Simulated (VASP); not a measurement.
**CsI: single point with PBE**

CsI:

```
CELL_PARAMETERS angstrom
4.60808 0.00000 0.00000
0.00000 4.60808 0.00000
0.00000 0.00000 4.60808
ATOMIC_POSITIONS crystal
Cs 0.00000 0.00000 0.00000
I 0.50000 0.50000 0.50000
```

```json
{"Program": "VASP 6.6.1", "Task": "single point", "Functional": "PBE", "Potentials or basis": "VASP PAW PBE potentials, release 64 (Cs_sv, I)", "Cutoff": "500 eV", "k mesh": "4 × 4 × 4", "Occupations": "methfessel-paxton, width 0.05 eV", "Spin": "no spin polarisation"}
```

```yaml
Pressure: 0.5 GPa
Band_gap_on_the_k_mesh: 3.79 eV, indirect (least direct gap 3.88 eV)
```

Levels at points of the mesh, in eV from the valence-band top:
| k point | band 5 | band 6 | band 7 | band 8 | band 9 | band 10 | band 11 | band 12 |
| --- | --- | --- | --- | --- | --- | --- | --- | --- |
| (0.00, 0.00, 0.00) | -7.13 | -0.09 | -0.09 | -0.09 | 3.79 | 4.22 | 4.22 | 7.70 |
| (0.50, 0.00, 0.00) | -7.08 | -1.50 | -0.23 | -0.23 | 5.20 | 6.37 | 6.61 | 6.83 |
| (0.50, 0.50, 0.00) | -7.04 | -0.84 | -0.84 | 0.00 | 4.24 | 4.91 | 6.09 | 6.09 |
| (0.50, 0.50, 0.50) | -7.37 | -1.24 | -1.24 | -1.24 | 7.09 | 7.09 | 7.09 | 7.73 |

It took 17 s on 1 thread of Intel(R) Xeon(R) Platinum 8259CL CPU @ 2.50GHz (Skylake/Cascade Lake), with other jobs on the host, peak memory 0.2 GiB.

Caveat: spin-orbit coupling is left out, which moves the levels of the heavy elements. A hybrid or GW would open this gap; PBE tends to underestimate it.
